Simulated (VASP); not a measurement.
The system is Ti3S2.

```xyz
5
Lattice="2.7131 1.5664 3.2376 -2.7131 1.5664 3.2376 0.0000 -3.1328 3.2376" Properties=species:S:1:pos:R:3 pbc="T T T"
Ti   -0.9107   -1.5555    3.2376
Ti    1.8024   -0.0109    3.2376
Ti   -0.8918    1.5664    3.2376
S     0.0000    0.0000    1.6302
S     0.0000    0.0000    8.0827
```

Base run:

* Program: VASP 6.6.1
* Functional: PBEsol
* Potentials or basis: VASP PAW PBE potentials, release 64 (Ti_sv, S)
* Cutoff: 520 eV
* k mesh: 6 × 6 × 6
* Occupations: fermi-dirac, width 0.05 eV
* Spin: no spin polarisation
* Hubbard terms: Ti d U = 8.0 eV

Its results: band gap on the k mesh zero (bands 24 and 25 overlap by 0.27 eV); pressure 8.4 GPa; largest force 0.299 eV/Å.

Problem. After a change of settings the same cell gave: band gap on the k mesh zero (bands 24 and 25 overlap by 0.26 eV); pressure -1.3 GPa; largest force 0.023 eV/Å. Which change was it?
A. hubbard terms from Ti d U = 8.0 eV to Ti d U = 5.0 eV
B. hubbard terms from Ti d U = 8.0 eV to Ti d U = 1.0 eV; further incar settings from ALGO = Normal; EDIFF = 1e-06; NBANDS = 32 to ALGO = Normal; EDIFF = 1e-07; NBANDS = 32
C. hubbard terms from Ti d U = 8.0 eV to Ti d U = 2.0 eV
D. k mesh from 6 × 6 × 6 to 5 × 5 × 5; hubbard terms from Ti d U = 8.0 eV to none

Solution. C.

Caveats: the PAW data sets were made with another functional, which shifts forces and pressure a little; U without spin polarisation on a metal has little footing; the cell stands under pressure (at least some runs).
